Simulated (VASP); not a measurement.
Here is a VASP 6.6.1 calculation.

File INCAR:

```
ALGO = Fast
EDIFF = 1E-6
ENCUT = 520
GGA = PE
ISIF = 2
ISMEAR = 0
LASPH = T
LCHARG = T
LELF = T
LREAL = F
LVHAR = T
LWAVE = F
NBANDS = 24
NELM = 80
PREC = Accurate
SIGMA = 0.1
```

The input KPOINTS:

```
k-points
0
Gamma
  8 8 4
```

Contents of POSCAR:

```
Mg5Te3
1.0
    3.9097331301      0.0000000000      0.0000000000
    0.0000000000      3.9097331301      0.0000000000
    0.0000000000      0.0000000000     13.2695464357
Mg Te
5 3
Direct
    0.0000000000      0.0000000000      0.8751935690
    0.0000000000      0.0000000000      0.1248064310
    0.0000000000      0.0000000000      0.3802463514
    0.0000000000      0.0000000000      0.6197536486
    0.5000000000      0.5000000000      0.0000000000
    0.5000000000      0.5000000000      0.2163993676
    0.5000000000      0.5000000000      0.5000000000
    0.5000000000      0.5000000000      0.7836006324
```

Potentials or basis: VASP PAW PBE potentials, release 64 (Mg, Te).

The run is started by

```bash
$ cat potpaw_PBE.64/Mg/POTCAR potpaw_PBE.64/Te/POTCAR > POTCAR
$ mpirun -np 1 vasp_std > vasp.out
```

Task: Predict the pressure.

Result: -0.1 GPa.

Task: What does it give for the band gap on the k mesh?

Result: Zero (bands 14 and 15 overlap by 2.19 eV).

Task: Estimate the largest force.

Result: 0.004 eV/Å.

Forces on the atoms (eV/Å):
```
Mg   0.000  0.000  0.002
Mg   0.000  0.000 -0.002
Mg   0.000  0.000  0.004
Mg   0.000  0.000 -0.004
Mg   0.000  0.000  0.000
Te   0.000  0.000  0.000
Te   0.000  0.000  0.000
Te   0.000  0.000  0.000
```

Caveat: spin-orbit coupling is left out, which moves the levels of the heavy elements.
